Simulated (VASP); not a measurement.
Input of a VASP 6.6.1 run:

INCAR

```
SYSTEM = SnSe
PREC     = Accurate       ! precision mode
ENCUT    = 520            ! plane-wave cutoff, eV
EDIFF    = 1E-6           ! SCF threshold, eV
ISMEAR   = -1             ! smearing method
SIGMA    = 0.02           ! smearing width, eV
LREAL    = .False.        ! projectors in reciprocal space
LASPH    = .True.         ! aspherical terms in the spheres
NELM     = 100            ! most SCF steps
ALGO     = Normal         ! electronic algorithm
ISIF     = 2              ! what is computed and relaxed
LWAVE    = .False.        ! write WAVECAR
LCHARG   = .False.        ! write CHGCAR
GGA      = PE             ! functional
NBANDS   = 50             ! bands
```

File KPOINTS:

```
regular mesh
0
Gamma
  2 6 6
  0 0 0
```

The input POSCAR:

```
SnSe
1.0
   11.7392579279      0.0000000000      0.0000000000
    0.0000000000      4.1294738267      0.0000000000
    0.0000000000      0.0000000000      4.5474405905
Sn Se
4 4
Direct
    0.6207833270      0.7500000000      0.3892272640
    0.8792166730      0.2500000000      0.8892272640
    0.3792166730      0.2500000000      0.6107727360
    0.1207833270      0.7500000000      0.1107727360
    0.1480463256      0.2500000000      0.5120129752
    0.6480463256      0.2500000000      0.9879870248
    0.3519536744      0.7500000000      0.0120129752
    0.8519536744      0.7500000000      0.4879870248
```

Potentials or basis: VASP PAW PBE potentials, release 64 (Sn_d, Se).

Command:

```sh
$ cat potpaw_PBE.64/Sn_d/POTCAR potpaw_PBE.64/Se/POTCAR > POTCAR
$ mpirun -np 1 vasp_std > vasp.out
```

(1) Predict the largest force.

(2) What does it give for the pressure?

(3) Predict the band gap on the k mesh.

Results:

(1) 0.248 eV/Å.

(2) 1.9 GPa.

(3) 0.66 eV (least direct gap 0.91 eV).

Caveat: the cell differs from its parent crystal (uniaxial z strain -3.0%); semilocal functionals underestimate gaps, and a narrow one can read as zero; spin-orbit coupling is left out, which moves the levels of the heavy elements.
